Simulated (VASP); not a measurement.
# HfSnO4: single point with PBE

The system is HfSnO4.

```
CELL_PARAMETERS angstrom
3.86559 0.00000 0.00000
0.00000 3.86559 0.00000
0.00000 0.00000 5.61894
ATOMIC_POSITIONS crystal
Hf 0.00000 0.00000 0.00000
Sn 0.50000 0.50000 0.50000
O 0.00000 0.50000 0.69721
O 0.50000 0.00000 0.80279
O 0.50000 0.00000 0.30279
O 0.00000 0.50000 0.19721
```

- Program: VASP 6.6.1
- Task: single point
- Functional: PBE
- Potentials or basis: VASP PAW PBE potentials, release 64 (Hf_pv, Sn_d, O)
- Cutoff: 520 eV
- k mesh: 4 × 4 × 4
- Occupations: gaussian, width 0.1 eV
- Spin: no spin polarisation
- Dipole correction: no
- Further INCAR settings: ALGO = Normal; EDIFF = 1e-06; NBANDS = 33

- Pressure: -27.8 GPa
- Largest force: 1.597 eV/Å
- Band gap on the k mesh: 0.45 eV (least direct gap 0.48 eV)

Forces on the atoms (eV/Å):
```
Hf   0.000  0.000  0.000
Sn   0.000  0.000  0.000
O    0.000  0.000 -0.186
O    0.000  0.000  1.597
O    0.000  0.000  0.186
O    0.000  0.000 -1.597
```

Stress tensor (GPa, compression positive):
```
-29.99   0.00   0.00
  0.00 -29.99   0.00
  0.00   0.00 -23.31
```

Levels at points of the mesh, in eV from the valence-band top:
| k point | band 21 | band 22 | band 23 | band 24 | band 25 | band 26 | band 27 | band 28 |
| --- | --- | --- | --- | --- | --- | --- | --- | --- |
| (0.00, 0.00, 0.00) | -0.61 | -0.33 | -0.03 | -0.03 | 0.45 | 4.25 | 4.31 | 5.82 |
| (0.50, 0.00, 0.00) | -1.16 | -1.15 | -0.43 | -0.17 | 2.82 | 4.26 | 4.59 | 5.51 |
| (0.50, 0.50, 0.00) | -0.32 | -0.32 | -0.30 | -0.02 | 2.68 | 4.63 | 5.38 | 5.38 |
| (0.00, 0.00, 0.50) | -1.30 | -1.26 | 0.00 | 0.00 | 1.82 | 4.16 | 4.32 | 4.99 |
| (0.50, 0.00, 0.50) | -1.54 | -1.10 | -1.07 | -0.98 | 3.12 | 4.26 | 4.85 | 5.82 |
| (0.50, 0.50, 0.50) | -1.04 | -0.45 | -0.16 | -0.14 | 3.59 | 4.66 | 4.73 | 5.15 |

Run time: 22 s on 1 thread of Intel(R) Xeon(R) 6975P-C (Granite Rapids) (shared host), peak memory 0.21 GiB.

Caveat: the stress differs along the axes, from -30 to -23 GPa; semilocal functionals underestimate gaps, and a narrow one can read as zero; spin-orbit coupling is left out, which moves the levels of the heavy elements; forces of over 1 eV/Å act on the atoms, so gaps and moduli don't describe the material at rest. A k mesh can miss the band edges.
